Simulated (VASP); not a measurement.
# Li3Dy (P-1) in VASP: single point with PBE

Aim: the single point of Li3Dy with PBE.

All numbers are computed with VASP 6.6.1; they aren't measurements. Logs are shortened: lines on timing, memory, paths and dates and some standing lists are left out, and cuts for length are marked.

## Step 1: The cell of the first run

The typed cell holds 8 atoms: a = 3.368 Å, b = 3.802 Å, c = 14.128 Å, α = 90.40°, β = 90.72°, γ = 90.00°.

## Step 2: Single point, PBE

INCAR reads:

```
PREC = Accurate ; ENCUT = 750
EDIFF = 1E-6 ; ISMEAR = 0
SIGMA = 0.1 ; LREAL = F
LASPH = T ; NELM = 200
ALGO = Normal ; ISIF = 2
LWAVE = F ; LCHARG = F
GGA = PE ; NBANDS = 28
GGA_COMPAT = F ; LMAXMIX = 6
```

KPOINTS reads:

```
Automatic mesh
0
Gamma
  6 4 2
```

POSCAR reads:

```
Li3Dy
1.0
    3.3675136847      0.0000000000      0.0000000000
   -0.0001137516      3.8024287966      0.0000000000
   -0.1763222745     -0.0997992403     14.1263270542
Li Dy
6 2
Direct
    0.0039396822      0.0018268251      0.6033458479
    0.9877801636      0.9956335482      0.1035139443
    0.5000000000      0.5000000000      0.5000000000
    0.5000000000      0.5000000000      0.0000000000
    0.0122198364      0.0043664518      0.8964860557
    0.9960603178      0.9981731749      0.3966541521
    0.5101009037      0.5041499102      0.7502259288
    0.4898990963      0.4958500898      0.2497740712
```

Potentials or basis: VASP PAW PBE potentials, release 64 (Li_sv, Dy_3), 4f in core.

Started as:

```console
cat potpaw_PBE.64/Li_sv/POTCAR potpaw_PBE.64/Dy_3/POTCAR > POTCAR
mpirun -np 1 vasp_std > vasp.out
```

OUTCAR:

```text
PREC = Accurate
   ENCUT = 750
   EDIFF = 1E-6
   ISMEAR = 0
   LREAL = F
   LASPH = T
   NELM = 200
   ISIF = 2
   GGA = PE

 ion  position               nearest neighbor table
   1  0.004  0.002  0.603-
   2  0.988  0.996  0.104-
   3  0.500  0.500  0.500-
   4  0.500  0.500  0.000-
   5  0.012  0.004  0.896-
   6  0.996  0.998  0.397-
   7  0.510  0.504  0.750-
   8  0.490  0.496  0.250-

  LATTYP: Found a triclinic cell.
 ALAT       =    14.4826371406
 B/A-ratio  =     0.2325207524
 C/A-ratio  =     0.2625508574
 COS(alpha) =     0.0000299155
 COS(beta)  =     0.0068975495
 COS(gamma) =     0.2203460170

  Lattice vectors:

 A1 = (  -3.1911914102,   0.0997992403, -14.1263270542)
 A2 = (  -3.3675136847,   0.0000000000,   0.0000000000)
 A3 = (  -0.0001137516,   3.8024287966,   0.0000000000)

Analysis of symmetry for initial positions (statically):
=====================================================================
 Subroutine PRICEL returns:
 Original cell was already a primitive cell.

 Routine SETGRP: Setting up the symmetry group for a
 triclinic supercell.

 Subroutine GETGRP returns: Found  2 space group operations
 (whereof  2 operations were pure point group operations)
 out of a pool of  2 trial point group operations.

The static configuration has the point symmetry S_2 .

Analysis of symmetry for dynamics (positions and initial velocities):
=====================================================================
 Subroutine PRICEL returns:
 Original cell was already a primitive cell.

 Routine SETGRP: Setting up the symmetry group for a
 triclinic supercell.

 Subroutine GETGRP returns: Found  2 space group operations
 (whereof  2 operations were pure point group operations)
 out of a pool of  2 trial point group operations.

The dynamic configuration has the point symmetry S_2 .

 Subroutine INISYM returns: Found  2 space group operations
 (whereof  2 operations are pure point group operations),
 and found     1 'primitive' translations

----------------------------------------------------------------------------------------

                                     Primitive cell

  volume of cell :     180.8838

  direct lattice vectors                    reciprocal lattice vectors
     3.367513685  0.000000000  0.000000000     0.296954992  0.000008884  0.003706602
    -0.000113752  3.802428797  0.000000000     0.000000000  0.262989803  0.001857962
    -0.176322274 -0.099799240 14.126327054     0.000000000  0.000000000  0.070789809

  length of vectors
     3.367513685  3.802428798 14.127779920     0.296978124  0.262996366  0.070789809

  position of ions in fractional coordinates (direct lattice)
     0.003939682  0.001826825  0.603345848
     0.987780164  0.995633548  0.103513944
     0.500000000  0.500000000  0.500000000
     0.500000000  0.500000000  0.000000000
     0.012219836  0.004366452  0.896486056
     0.996060318  0.998173175  0.396654152
     0.510100904  0.504149910  0.750225929
     0.489899096  0.495850090  0.249774071

  ion indices of the primitive-cell ions
   primitive index   ion index
                 1           1
                 2           2
                 3           3
                 4           4
                 5           5
                 6           6
                 7           7
                 8           8

----------------------------------------------------------------------------------------

 KPOINTS: Automatic mesh

Automatic generation of k-mesh.
 Grid dimensions read from file:
 generate k-points for:    6    4    2

 Generating k-lattice:

  Cartesian coordinates                     Fractional coordinates (reciprocal lattice)
     0.049492499  0.000001481  0.000617767     0.166666667  0.000000000  0.000000000
     0.000000000  0.065747451  0.000464491     0.000000000  0.250000000 -0.000000000
     0.000000000  0.000000000  0.035394905     0.000000000  0.000000000  0.500000000

  Length of vectors
     0.049496354  0.065749091  0.035394905

  Shift w.r.t. Gamma in fractional coordinates (k-lattice)
     0.000000000  0.000000000  0.000000000

 Subroutine IBZKPT returns following result:
 ===========================================

 Found     28 irreducible k-points:

 Following reciprocal coordinates:
            Coordinates               Weight
  0.000000  0.000000  0.000000      1.000000
  0.166667  0.000000  0.000000      2.000000
  0.333333 -0.000000 -0.000000      2.000000
  0.500000  0.000000 -0.000000      1.000000
  0.000000  0.250000  0.000000      2.000000
  0.166667  0.250000 -0.000000      2.000000
[... 16 lines left out ...]
 -0.333333  0.250000  0.500000      2.000000
 -0.166667  0.250000  0.500000      2.000000
 [... further k-points ...]
   k-points           NKPTS =     28   k-points in BZ     NKDIM =     28   number of bands    NBANDS=     28
   number of dos      NEDOS =    301   number of ions     NIONS =      8
   total plane-waves  NPLWV = 136080
   dimension x,y,z NGX =    30 NGY =   36 NGZ =  126
   dimension x,y,z NGXF=    60 NGYF=   72 NGZF=  252
   ions per type =               6   2
   NGX,Y,Z   is equivalent  to a cutoff of  14.81, 15.74, 14.83 a.u.
   NGXF,Y,Z  is equivalent  to a cutoff of  29.62, 31.48, 29.65 a.u.
 SYSTEM =  unknown system
   PREC   = accura    normal or accurate (medium, high low for compatibility)
   ISTART =      0    job   : 0-new  1-cont  2-samecut
   ICHARG =      2    charge: 1-file 2-atom 10-const
   ISPIN  =      1    spin polarized calculation?
   LNONCOLLINEAR =      F non collinear calculations
   LSORBIT =      F    spin-orbit coupling
   LASPH  =      T    aspherical Exc in radial PAW
   ENCUT  =  750.0 eV  55.12 Ry    7.42 a.u.   7.52  8.49 31.55*2*pi/ulx,y,z
   NELM   =    200;   NELMIN=  2; NELMDL= -5     # of ELM steps
   EDIFF  = 0.1E-05   stopping-criterion for ELM
   LREAL  =      F    real-space projection
   EDIFFG = 0.1E-04   stopping-criterion for IOM
   NSW    =      0    number of steps for IOM
   IBRION =     -1    ionic relax: 0-MD 1-quasi-New 2-CG
   NFREE  =      0    steps in history (QN), initial steepest desc. (CG)
   ISIF   =      2    stress and relaxation
   ISYM   =      2    0-nonsym 1-usesym 2-fastsym
   POTIM  = 0.5000    time-step for ionic-motion
   TEBEG  =    0.0;   TEEND  =   0.0 temperature during run
   PSTRESS=    0.0 pullay stress
   NELECT =      36.0000    total number of electrons
   NUPDOWN=      -1.0000    fix difference up-down
   EMIN   =  10.00;   EMAX   =-10.00  energy-range for DOS
   EFERMI =   0.00;   METHOD = LEGACY
   ISMEAR =     0;   SIGMA  =   0.10  broadening in eV -4-tet -1-fermi 0-gaus
   EFERMI_NEDOS =   21; number of points for ismear=-14 and -15
   IALGO  =     38    algorithm
   IMIX   =      4    mixing-type and parameters
     AMIX     =   0.40;   BMIX     =  1.00
     AMIX_MAG =   1.60;   BMIX_MAG =  1.00
  volume/ion in A,a.u.               =      22.61       152.58
  Fermi-wavevector in a.u.,A,eV,Ry     =   0.955819  1.806236 12.430152  0.913590
  Thomas-Fermi vector in A             =   2.084691
   LORBIT       =      0    0 simple, 1 ext, 2 COOP (PROOUT), +10 PAW based schemes
   GGA     = PE    functional components
   LHFCALC =     F    Hartree Fock is set to
   AEXX    =    0.0000 exact exchange contribution
   IVDW    =     0    specifies the selected vdW correction
   LEPSILON=     F    determine dielectric tensor
   LRPA    =     F    only Hartree local field effects (RPA)
 non-spin polarized calculation
 Gauss-broadening in eV      SIGMA  =   0.10
  energy-cutoff  :      750.00
  volume of cell :      180.88
 maximum number of plane-waves:      8511
   NGX = 15   NGY = 17   NGZ = 63

 number of electron      35.9999992 magnetization

 Free energy of the ion-electron system (eV)
  ---------------------------------------------------
  ext. energy  EPLUGINS =         0.00000000
  ---------------------------------------------------
  free energy    TOTEN  =       -19.67518359 eV

  energy without entropy =      -19.62680947  energy(sigma->0) =      -19.65099653

 E-fermi :   1.5664     XC(G=0):  -8.1132

 val. band max:        1.5624602574   @ k =   0.0000   0.2500   0.0000
 cond. band min:       1.5666722766   @ k =   0.3333   0.5000  -0.0000
 fundamental gap:      0.0042120191
 Fermi energy:         1.5663927801

 k-point     1 :       0.0000    0.0000    0.0000
  band No.  band energies     occupation
      1     -44.7824      2.00000
      2     -44.7823      2.00000
      3     -44.5057      2.00000
      4     -44.5011      2.00000
      5     -44.5006      2.00000
      6     -44.4961      2.00000
[... 20 lines left out ...]
     27       5.4883      0.00000
     28       6.2573      0.00000

 k-point     2 :       0.1667    0.0000    0.0000
  band No.  band energies     occupation
      1     -44.7817      2.00000
      2     -44.7816      2.00000
      3     -44.5054      2.00000
      4     -44.5006      2.00000
      5     -44.5002      2.00000
      6     -44.4956      2.00000
[... 20 lines left out ...]
     27       4.8385      0.00000
     28       4.9845      0.00000

 k-point     3 :       0.3333   -0.0000   -0.0000
  band No.  band energies     occupation
      1     -44.7804      2.00000
      2     -44.7803      2.00000
      3     -44.5047      2.00000
      4     -44.4996      2.00000
      5     -44.4995      2.00000
      6     -44.4946      2.00000
[... 20 lines left out ...]
     27       4.4654      0.00000
     28       4.5999      0.00000

 k-point     4 :       0.5000    0.0000   -0.0000
  band No.  band energies     occupation
      1     -44.7797      2.00000
      2     -44.7796      2.00000
      3     -44.5043      2.00000
      4     -44.4992      2.00000
      5     -44.4991      2.00000
      6     -44.4941      2.00000
[... 578 lines left out ...]
     27       4.3764      0.00000
     28       4.4021      0.00000

 k-point    23 :      -0.3333    0.2500    0.5000
  band No.  band energies     occupation
      1     -44.7801      2.00000
      2     -44.7800      2.00000
      3     -44.5046      2.00000
      4     -44.4994      2.00000
      5     -44.4994      2.00000
      6     -44.4944      2.00000
[... 20 lines left out ...]
     27       4.5955      0.00000
     28       4.6744      0.00000

 k-point    24 :      -0.1667    0.2500    0.5000
  band No.  band energies     occupation
      1     -44.7813      2.00000
      2     -44.7812      2.00000
      3     -44.5054      2.00000
      4     -44.5004      2.00000
      5     -44.5003      2.00000
      6     -44.4954      2.00000
[... 20 lines left out ...]
     27       4.6094      0.00000
     28       4.6140      0.00000

 [... further k-points ...]

------------------------ aborting loop because EDIFF is reached ----------------------------------------

  FORCE on cell =-STRESS in cart. coord.  units (eV):
  Direction    XX          YY          ZZ          XY          YZ          ZX
  --------------------------------------------------------------------------------------
  -------------------------------------------------------------------------------------
  Total        0.0595097     -1.2309506      1.4426494      0.0108007      0.1448703      0.0938874
  in kB        0.5271070    -10.9031375     12.7782583      0.0956673      1.2831879      0.8316070
  external PRESSURE =       0.8007426 kB  Pullay stress =       0.0000000 kB

 VOLUME and BASIS-vectors are now :
 -----------------------------------------------------------------------------
  energy-cutoff  :      750.00
  volume of cell :      180.88
      direct lattice vectors                 reciprocal lattice vectors
     3.367513685  0.000000000  0.000000000     0.296954992  0.000008884  0.003706602
    -0.000113752  3.802428797  0.000000000     0.000000000  0.262989803  0.001857962
    -0.176322274 -0.099799240 14.126327054     0.000000000  0.000000000  0.070789809

 POSITION                                       TOTAL-FORCE (eV/Angst)
 -----------------------------------------------------------------------------------
     -0.09312     -0.05327      8.52306        -0.002879     -0.005491      0.014431
      3.30800      3.77550      1.46227         0.014014      0.003195      0.001636
      1.59554      1.85131      7.06316         0.000000      0.000000      0.000000
      1.68370      1.90121      0.00000         0.000000      0.000000      0.000000
     -0.11692     -0.07287     12.66406        -0.014014     -0.003195     -0.001636
      3.28419      3.75590      5.60327         0.002879      0.005491     -0.014431
      1.58543      1.84212     10.59794         0.001086     -0.004651     -0.011130
      1.60564      1.86051      3.52839        -0.001086      0.004651      0.011130
 -----------------------------------------------------------------------------------
    total drift:                                0.000000      0.000000      0.000000

  FREE ENERGIE OF THE ION-ELECTRON SYSTEM (eV)
  ---------------------------------------------------
  free  energy   TOTEN  =       -19.6751835883 eV

  energy  without entropy=      -19.6268094674  energy(sigma->0) =      -19.65099653
```

Wall time 4.3 min (1 thread of Intel Xeon Platinum 8375C at 2.90GHz (Ice Lake), shared host); peak memory 0.47 GiB.

What came out:

| Quantity | Value |
| --- | --- |
| Free energy | -19.6752 eV |
| Pressure | 0.1 GPa |
| Largest force | 0.016 eV/Å |
| Band gap on the k mesh | zero (bands 18 and 19 overlap by 0.89 eV) |

Forces on the atoms (eV/Å):
```
Li  -0.003 -0.005  0.014
Li   0.014  0.003  0.002
Li   0.000  0.000  0.000
Li   0.000  0.000  0.000
Li  -0.014 -0.003 -0.002
Li   0.003  0.005 -0.014
Dy   0.001 -0.005 -0.011
Dy  -0.001  0.005  0.011
```

Caveat: the k points lie up to 0.41 Å⁻¹ apart, too coarse for converged energies and pressures of a metal; spin-orbit coupling is left out, which moves the levels of the heavy elements; the 4f electrons are frozen in the core, so they carry no moment and show no levels. Spin polarisation is off, so any magnetic state and its effect on volume and gap are missing.
